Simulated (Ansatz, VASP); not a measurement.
**Cu: VASP beside Ansatz**

File INCAR:

```
ALGO = Normal
EDIFF = 1E-8
ENCUT = 520
GGA = PS
ISIF = 2
ISMEAR = -1
LASPH = True
LCHARG = False
LEFG = True
LREAL = False
LWAVE = False
NBANDS = 12
NELM = 100
PREC = Accurate
SIGMA = 0.08
```

File KPOINTS:

```
k-points
0
Gamma
  19 19 19
```

Contents of POSCAR:

```
Cu
1.0
    0.0000000000      1.7709157724      1.7709157724
    1.7709157724      0.0000000000      1.7709157724
    1.7709157724      1.7709157724      0.0000000000
Cu
1
Direct
    0.0000000000      0.0000000000      0.0000000000
```

Input for Ansatz:

```yaml
crystal:
  lattice:
    - [0.0, 1.7709157724, 1.7709157724]
    - [1.7709157724, 0.0, 1.7709157724]
    - [1.7709157724, 1.7709157724, 0.0]
  atoms:
    - { symbol: Cu, position: [0.0, 0.0, 0.0] }
kpoints:
  mp_grid: { grid: [19, 19, 19] }
scf:
  occupations: { method: fermi_dirac, width: 0.08 }
hamiltonian:
  xc: pbesol
  pseudopotentials: { kind: paw }
output:
  forces: true
  stress: true
  eigenvalues: true
  efg: { contact_densities: true }
  write_density: true
  write_potential: true
  elf: true
  volumetric_format: npy
```

Change from the starting cell: volume scaled by 0.9405, PAW files.

Alike in both runs: task electric field gradients; functional PBEsol; k mesh 19 × 19 × 19; occupations fermi-dirac, width 0.08 eV; no spin polarisation.

```csv
,VASP,Ansatz
version,VASP 6.6.1,Ansatz 0.2.0
potentials or method,"VASP PAW PBE potentials, release 64 (Cu)","PAW with Ansatz's default frozen-core files, scalar-relativistic"
plane-wave cutoff (eV),520,420
valence electrons in the cell,11,19
```

VASP gave:

| Quantity | Value |
| --- | --- |
| pressure (GPa) | 3.9 |

What did Ansatz give for the same quantities?

Pressure (GPa): 3.2.

VASP's potentials were made for PBE, not for PBEsol. With one functional, cell and mesh, what is left measures potentials, basis and numerics. VASP's potentials hold 11 valence electrons a cell and Ansatz's 19, so a difference there can come from the potentials and not from the codes.
